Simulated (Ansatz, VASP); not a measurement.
SiO2 in VASP and in Ansatz

Contents of INCAR:

```
PREC = Accurate
ENCUT = 520
EDIFF = 1E-6
ISMEAR = 0
SIGMA = 0.05
LREAL = False
LASPH = True
NELM = 60
ALGO = Normal
ISIF = 2
LWAVE = False
LCHARG = False
GGA = PS
NBANDS = 34
```

KPOINTS

```
regular mesh
0
Gamma
  6 6 4
```

File POSCAR:

```
SiO2
1.0
    4.9278160524      0.0000000000      0.0000000000
   -2.4639080262      4.2676138865      0.0000000000
    0.0000000000      0.0000000000      5.5583697557
Si O
3 6
Direct
    0.0000000000      0.5000000000      0.3333333333
    0.5000000000      0.5000000000      0.6666666667
    0.5000000000      0.0000000000      0.0000000000
    0.5845091965      0.7922545982      0.8333333333
    0.7922545982      0.5845091965      0.5000000000
    0.7922545982      0.2077454018      0.1666666667
    0.4154908035      0.2077454018      0.8333333333
    0.2077454018      0.4154908035      0.5000000000
    0.2077454018      0.7922545982      0.1666666667
```

Input for Ansatz:

```yaml
crystal:
  lattice:
    - [4.9278160524, 0.0, 0.0]
    - [-2.4639080262, 4.2676138865, 0.0]
    - [0.0, 0.0, 5.5583697557]
  atoms:
    - { symbol: Si, position: [0.0, 0.5, 0.3333333333] }
    - { symbol: Si, position: [0.5, 0.5, 0.6666666667] }
    - { symbol: Si, position: [0.5, 0.0, 0.0] }
    - { symbol: O, position: [0.5845091965, 0.7922545982, 0.8333333333] }
    - { symbol: O, position: [0.7922545982, 0.5845091965, 0.5] }
    - { symbol: O, position: [0.7922545982, 0.2077454018, 0.1666666667] }
    - { symbol: O, position: [0.4154908035, 0.2077454018, 0.8333333333] }
    - { symbol: O, position: [0.2077454018, 0.4154908035, 0.5] }
    - { symbol: O, position: [0.2077454018, 0.7922545982, 0.1666666667] }
basis:
  ecutwfc: 420
kpoints:
  mp_grid: { grid: [6, 6, 4] }
hamiltonian:
  xc: pbesol
scf:
  occupations: { method: gaussian, width: 0.05 }
output:
  forces: true
  stress: true
  eigenvalues: true
```

Change from the starting cell: strain -0.0300 x Voigt [1, 1, 0, 0, 0, 0], atoms carried along.

Alike in both runs: task single point; functional PBEsol; k mesh 6 × 6 × 4; occupations gaussian, width 0.05 eV; no spin polarisation.

|  | VASP | Ansatz |
| --- | --- | --- |
| version | VASP 6.6.1 | Ansatz 0.2.0 |
| potentials or method | VASP PAW PBE potentials, release 64 (Si, O), cutoff 520 eV | scalar-relativistic, plane waves, PAW |
| valence electrons in the cell | 48 | 48 |

|  | VASP | Ansatz | Ansatz less VASP |
| --- | --- | --- | --- |
| gap on the k mesh at the Fermi level (eV) | 5.82 | 5.82 | +0.002 |
| least direct gap on the mesh (eV) | 5.96 | 5.96 | -0.001 |
| pressure (GPa) | 12.9 | 12.2 | -0.70 |
| traceless stress, the component that is largest in VASP (GPa) | -1.08 | -1.15 | -0.069 |
| rms of the force components (eV/Å) | 0.260 | 0.256 | -0.0043 |

VASP's potentials were made for PBE, not for PBEsol. Atom by atom the forces differ by 0.004 eV/Å (rms over components). With one functional, cell and mesh, what is left measures potentials, basis and numerics.
